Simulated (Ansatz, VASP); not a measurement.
## One calculation of Au, two programs

```
Au
1.0
     4.70672    0.00000    0.00000
    -2.35336    4.07614    0.00000
     0.00000    0.00000    2.72040
Au
3
Direct
  0.00000 0.00000 0.00000
  0.33333 0.66667 0.50000
  0.66667 0.33333 0.50000
```

Alike in both runs: task relaxation of cell and atoms; functional PBEsol; k mesh 12 × 12 × 16; occupations gaussian, width 0.1 eV; no spin polarisation.

|  | VASP | Ansatz |
| --- | --- | --- |
| version | VASP 6.6.1 | Ansatz 0.2.0 |
| potentials or method | VASP PAW PBE potentials, release 64 (Au), cutoff 600 eV | scalar-relativistic, plane waves, PAW |
| valence electrons in the cell | 33 | 57 |

Ansatz gave:

```
gap on the k mesh at the Fermi level, each at its own relaxed structure (eV) : none
relaxed volume (Å³/atom)                                                     : 17.35
relaxed length of the cell vector where the two differ most in proportion (Å)              : 2.765
```

Problem. Estimate VASP's values.

Solution. gap on the k mesh at the Fermi level, each at its own relaxed structure (eV): none; relaxed volume (Å³/atom): 17.33; relaxed length of the cell vector where the two differ most in proportion (Å): 2.764.

VASP's potentials were made for PBE, not for PBEsol. A gap of «none» marks a metal or a gap that the smearing closes. VASP's potentials hold 33 valence electrons a cell and Ansatz's 57, so a difference there can come from the potentials and not from the codes.

Spin-orbit coupling is off throughout.
